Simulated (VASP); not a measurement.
Input of a VASP 6.6.1 run:

INCAR

```
  ALGO = Normal
  EDIFF = 1E-6
  ENCUT = 600
  GGA = PE
  GGA_COMPAT = False
  ISIF = 2
  ISMEAR = -1
  LASPH = True
  LCHARG = False
  LREAL = False
  LWAVE = False
  NBANDS = 7
  NELM = 120
  PREC = Accurate
  SIGMA = 0.1
```

KPOINTS

```
k-points
0
Gamma
  20 20 20
```

POSCAR

```
Be
1.0
    1.9105112092      0.0000000000      0.0000000000
    0.0000000000      1.9105112092      0.0000000000
    0.0000000000      0.0000000000      1.9105112092
Be
1
Direct
    0.0000000000      0.0000000000      0.0000000000
```

Potentials or basis: VASP PAW PBE potentials, release 64 (Be).

Launch:

```bash
$ cat potpaw_PBE.64/Be/POTCAR > POTCAR
$ mpirun -np 1 vasp_std > vasp.out
```

Question: What does it give for the band gap on the k mesh?

Answer: Zero (band 1 reaches 15.14 eV, above the bottom of band 2 at 6.99 eV).

Question: What does it give for the pressure?

Answer: 55.6 GPa.
